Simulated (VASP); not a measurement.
# In (R-3m) in VASP: a series of runs

In is run at these levels: LDA, BLYP; tasks: single point.

All numbers are computed with VASP 6.6.1; they aren't measurements. Logs are shortened: lines on timing, memory, paths and dates and some standing lists are left out, and cuts for length are marked.

## (1) The cell of the first run

The structure is trigonal, space group R-3m (No. 166). Conventional cell: a = 3.339 Å, b = 3.339 Å, c = 24.622 Å, α = 90.00°, β = 90.00°, γ = 120.00°. Within 4.4 Å of In (site symmetry -3m) lie 12 In at 3.34 to 3.35 Å. In (site symmetry 3m) has 12 In at 3.34 to 3.35 Å within 4.4 Å.

## (2) Single point, LDA

INCAR reads:

```
PREC     = Accurate       # precision mode
ENCUT    = 520            # plane-wave cutoff, eV
EDIFF    = 1E-7           # SCF threshold, eV
ISMEAR   = 0              # smearing method
SIGMA    = 0.1            # smearing width, eV
LREAL    = F              # projectors in reciprocal space
LASPH    = T              # aspherical terms in the spheres
NELM     = 60             # most SCF steps
ALGO     = Normal         # electronic algorithm
ISIF     = 2              # what is computed and relaxed
LWAVE    = F              # write WAVECAR
LCHARG   = F              # write CHGCAR
NBANDS   = 26             # bands
```

KPOINTS reads:

```
Automatic mesh
0
Gamma
  5 5 5
  0.5 0.5 0.5
```

POSCAR reads:

```
In
1.0
    1.6696370000      0.9639650000      8.2074630000
   -1.6696370000      0.9639650000      8.2074630000
    0.0000000000     -1.9279310000      8.2074630000
In
3
Direct
    0.0000000000      0.0000000000      0.0000000000
    0.7780120000      0.7780120000      0.7780120000
    0.2219880000      0.2219880000      0.2219880000
```

Potentials or basis: VASP PAW LDA potentials, release 64 (In_d).

The run is started by

```sh
$ cat potpaw_LDA.64/In_d/POTCAR > POTCAR
$ mpirun -np 1 vasp_std > vasp.out
```

OUTCAR:

```text
PREC = Accurate
   ENCUT = 520
   EDIFF = 1E-7
   ISMEAR = 0
   LREAL = F
   LASPH = T
   NELM = 60
   ISIF = 2

 ion  position               nearest neighbor table
   1  0.000  0.000  0.000-   2 3.35   2 3.35   3 3.35   3 3.35   2 3.35   3 3.35
   2  0.778  0.778  0.778-   3 3.34   3 3.34   3 3.34   1 3.35   1 3.35   1 3.35
   3  0.222  0.222  0.222-   2 3.34   2 3.34   2 3.34   1 3.35   1 3.35   1 3.35

  LATTYP: Found a trigonal (rhomboedric) cell.
 ALAT       =     8.4308579118
 COS(alpha) =     0.9215612659

  Lattice vectors:

 A1 = (   1.6696370000,   0.9639650000,   8.2074630000)
 A2 = (  -1.6696370000,   0.9639650000,   8.2074630000)
 A3 = (   0.0000000000,  -1.9279310000,   8.2074630000)

Analysis of symmetry for initial positions (statically):
=====================================================================
 Subroutine PRICEL returns:
 Original cell was already a primitive cell.

 Routine SETGRP: Setting up the symmetry group for a
 trigonal (rhombohedral) supercell.

 Subroutine GETGRP returns: Found 12 space group operations
 (whereof 12 operations were pure point group operations)
 out of a pool of 12 trial point group operations.

The static configuration has the point symmetry D_3d.

Analysis of symmetry for dynamics (positions and initial velocities):
=====================================================================
 Subroutine PRICEL returns:
 Original cell was already a primitive cell.

 Routine SETGRP: Setting up the symmetry group for a
 trigonal (rhombohedral) supercell.

 Subroutine GETGRP returns: Found 12 space group operations
 (whereof 12 operations were pure point group operations)
 out of a pool of 12 trial point group operations.

The dynamic configuration has the point symmetry D_3d.

 Subroutine INISYM returns: Found 12 space group operations
 (whereof 12 operations are pure point group operations),
 and found     1 'primitive' translations

----------------------------------------------------------------------------------------

                                     Primitive cell

  volume of cell :      79.2581

  direct lattice vectors                    reciprocal lattice vectors
     1.669637000  0.963965000  8.207463000     0.299466291  0.172896951  0.040613450
[... 76 lines left out ...]
   ISPIN  =      1    spin polarized calculation?
   LNONCOLLINEAR =      F non collinear calculations
   LSORBIT =      F    spin-orbit coupling
   LASPH  =      T    aspherical Exc in radial PAW
   ENCUT  =  520.0 eV  38.22 Ry    6.18 a.u.  15.68 15.68 15.68*2*pi/ulx,y,z
   NELM   =     60;   NELMIN=  2; NELMDL= -5     # of ELM steps
   EDIFF  = 0.1E-06   stopping-criterion for ELM
   LREAL  =      F    real-space projection
   EDIFFG = 0.1E-05   stopping-criterion for IOM
   NSW    =      0    number of steps for IOM
   IBRION =     -1    ionic relax: 0-MD 1-quasi-New 2-CG
   NFREE  =      0    steps in history (QN), initial steepest desc. (CG)
   ISIF   =      2    stress and relaxation
   ISYM   =      2    0-nonsym 1-usesym 2-fastsym
   POTIM  = 0.5000    time-step for ionic-motion
   TEBEG  =    0.0;   TEEND  =   0.0 temperature during run
   PSTRESS=    0.0 pullay stress
   NELECT =      39.0000    total number of electrons
   NUPDOWN=      -1.0000    fix difference up-down
   EMIN   =  10.00;   EMAX   =-10.00  energy-range for DOS
   EFERMI =   0.00;   METHOD = LEGACY
   ISMEAR =     0;   SIGMA  =   0.10  broadening in eV -4-tet -1-fermi 0-gaus
   EFERMI_NEDOS =   21; number of points for ismear=-14 and -15
   IALGO  =     38    algorithm
   IMIX   =      4    mixing-type and parameters
     AMIX     =   0.40;   BMIX     =  1.00
     AMIX_MAG =   1.60;   BMIX_MAG =  1.00
  volume/ion in A,a.u.               =      26.42       178.29
  Fermi-wavevector in a.u.,A,eV,Ry     =   1.292454  2.442384 22.727685  1.670438
  Thomas-Fermi vector in A             =   2.424161
   LORBIT       =      0    0 simple, 1 ext, 2 COOP (PROOUT), +10 PAW based schemes
   GGA     = CA    functional components
   LHFCALC =     F    Hartree Fock is set to
   AEXX    =    0.0000 exact exchange contribution
   IVDW    =     0    specifies the selected vdW correction
   LEPSILON=     F    determine dielectric tensor
   LRPA    =     F    only Hartree local field effects (RPA)
 non-spin polarized calculation
 Gauss-broadening in eV      SIGMA  =   0.10
  energy-cutoff  :      520.00
  volume of cell :       79.26
 maximum number of plane-waves:      2154
 NGX is ok and might be reduce to    64
   NGX = 31   NGY = 31   NGZ = 31

 number of electron      38.9999997 magnetization

 Free energy of the ion-electron system (eV)
  ---------------------------------------------------
  ext. energy  EPLUGINS =         0.00000000
  ---------------------------------------------------
  free energy    TOTEN  =        -9.60846021 eV

  energy without entropy =       -9.59689575  energy(sigma->0) =       -9.60267798

 E-fermi :   7.3036     XC(G=0): -10.4801

 val. band max:        7.2192115878   @ k =  -0.3000   0.3000   0.3000
 cond. band min:       7.3134475651   @ k =  -0.3000   0.5000   0.1000
 fundamental gap:      0.0942359774
 Fermi energy:         7.3036375356

 k-point     1 :       0.1000    0.1000    0.1000
  band No.  band energies     occupation
      1      -7.4732      2.00000
      2      -7.4564      2.00000
      3      -7.4333      2.00000
      4      -7.4333      2.00000
      5      -7.4218      2.00000
      6      -7.4053      2.00000
[... 540 lines left out ...]
     25      16.7324      0.00000
     26      16.8461      0.00000

------------------------ aborting loop because EDIFF is reached ----------------------------------------

  FORCE on cell =-STRESS in cart. coord.  units (eV):
  Direction    XX          YY          ZZ          XY          YZ          ZX
  --------------------------------------------------------------------------------------
  -------------------------------------------------------------------------------------
  Total       -2.1935744     -2.1935742      0.4444119      0.0000000     -0.0000000      0.0000000
  in kB      -44.3424096    -44.3424061      8.9836462      0.0000000     -0.0000004      0.0000000
  external PRESSURE =     -26.5670565 kB  Pullay stress =       0.0000000 kB

 VOLUME and BASIS-vectors are now :
 -----------------------------------------------------------------------------
  energy-cutoff  :      520.00
  volume of cell :       79.26
      direct lattice vectors                 reciprocal lattice vectors
     1.669637000  0.963965000  8.207463000     0.299466291  0.172896951  0.040613450
    -1.669637000  0.963965000  8.207463000    -0.299466291  0.172896951  0.040613450
     0.000000000 -1.927931000  8.207463000     0.000000000 -0.345793901  0.040613429

 POSITION                                       TOTAL-FORCE (eV/Angst)
 -----------------------------------------------------------------------------------
      0.00000      0.00000      0.00000         0.000000      0.000000     -0.000000
      0.00000     -0.00000     19.15651         0.000000      0.000000     -0.068954
      0.00000     -0.00000      5.46587         0.000000     -0.000000      0.068954
 -----------------------------------------------------------------------------------
    total drift:                                0.000000      0.000000      0.000000

  FREE ENERGIE OF THE ION-ELECTRON SYSTEM (eV)
  ---------------------------------------------------
  free  energy   TOTEN  =        -9.6084602075 eV

  energy  without entropy=       -9.5968957501  energy(sigma->0) =       -9.60267798
```

OSZICAR:

```text
N       E                     dE             d eps       ncg     rms          rms(c)
DAV:   1     0.344142225374E+03    0.34414E+03   -0.18990E+04   988   0.205E+03
DAV:   2     0.199207155876E+02   -0.32422E+03   -0.31973E+03   990   0.436E+02
DAV:   3    -0.867414951019E+01   -0.28595E+02   -0.28401E+02  1196   0.158E+02
DAV:   4    -0.965138228615E+01   -0.97723E+00   -0.97638E+00  1236   0.329E+01
DAV:   5    -0.970702535605E+01   -0.55643E-01   -0.55638E-01  1610   0.577E+00    0.407E+00
DAV:   6    -0.962816890915E+01    0.78856E-01   -0.14557E-01  1298   0.558E+00    0.196E+00
DAV:   7    -0.961010570455E+01    0.18063E-01   -0.46011E-02  1334   0.270E+00    0.372E-01
DAV:   8    -0.960847260645E+01    0.16331E-02   -0.35468E-03  1234   0.870E-01    0.527E-02
DAV:   9    -0.960846026405E+01    0.12342E-04   -0.13527E-04  1584   0.971E-02    0.354E-02
DAV:  10    -0.960846027378E+01   -0.97307E-08   -0.41600E-06  1234   0.208E-02    0.957E-03
DAV:  11    -0.960846020750E+01    0.66285E-07   -0.52431E-07  1186   0.102E-02
   1 F= -.96084602E+01 E0= -.96026780E+01  d E =-.115645E-01
```

It took 2.7 min on 1 thread of Intel Xeon 8259CL, shared host; peak memory 0.38 GiB.

What came out:

| Property | Result |
| --- | --- |
| Free energy | -9.6085 eV |
| Pressure | -2.7 GPa |
| Largest force | 0.069 eV/Å |
| Band gap on the k mesh | zero (an odd number of electrons rules out a gap without spin polarisation) |

Forces on the atoms (eV/Å):
```
In   0.000  0.000  0.000
In   0.000  0.000 -0.069
In   0.000  0.000  0.069
```

Levels at points of the mesh, in eV from the Fermi level:
```tsv
k point	band 17	band 18	band 19	band 20	band 21	band 22
(0.50, 0.50, 0.50)	-9.08	-4.61	-3.51	5.55	5.60	8.04
```

Caveat: the k points lie up to 0.44 Å⁻¹ apart, too coarse for converged energies and pressures of a metal; spin-orbit coupling is left out, which moves the levels of the heavy elements.

## (3) Single point, BLYP

INCAR reads:

```
SYSTEM = In
AGGAC = 1.0 ; AGGAX = 1.0
ALDAC = 0.0 ; ALDAX = 1.0
ALGO = Normal ; EDIFF = 1E-6
ENCUT = 520 ; GGA = B5
ISIF = 2 ; ISMEAR = 0
LASPH = .True. ; LCHARG = .False.
LREAL = .False. ; LWAVE = .False.
NBANDS = 26 ; NELM = 60
PREC = Accurate ; SIGMA = 0.1
```

KPOINTS is that of step 2.

POSCAR is that of step 2.

Potentials or basis: VASP PAW PBE potentials, release 64 (In_d).

The run is started by

```sh
$ cat potpaw_PBE.64/In_d/POTCAR > POTCAR
$ mpirun -np 1 vasp_std > vasp.out
```

Run time: 5.8 min. Hardware: 1 thread of Intel Xeon 8259CL, shared host; peak memory 0.51 GiB.

Results (log left out):

| Quantity | Value |
| --- | --- |
| Free energy | -5.3875 eV |
| Pressure | 5.9 GPa |
| Largest force | 0.070 eV/Å |
| Band gap on the k mesh | zero (an odd number of electrons rules out a gap without spin polarisation) |

Forces in eV/Å, atoms in the order of the input:
```
In   0.000  0.000  0.000
In   0.000  0.000 -0.070
In   0.000  0.000  0.070
```

Stress tensor (GPa, compression positive):
```
4.19 0.00 0.00
0.00 4.19 0.00
0.00 0.00 9.32
```

Levels at points of the mesh, in eV from the Fermi level:
| k point | band 16 | band 17 | band 18 | band 19 | band 20 | band 21 | band 22 | band 23 |
| --- | --- | --- | --- | --- | --- | --- | --- | --- |
| (0.50, 0.50, 0.50) | -9.09 | -9.08 | -4.68 | -3.43 | 5.54 | 5.60 | 7.93 | 7.93 |

Caveat: the k points lie up to 0.44 Å⁻¹ apart, too coarse for converged energies and pressures of a metal; the PAW data sets were made with another functional, which shifts forces and pressure a little; spin-orbit coupling is left out, which moves the levels of the heavy elements.
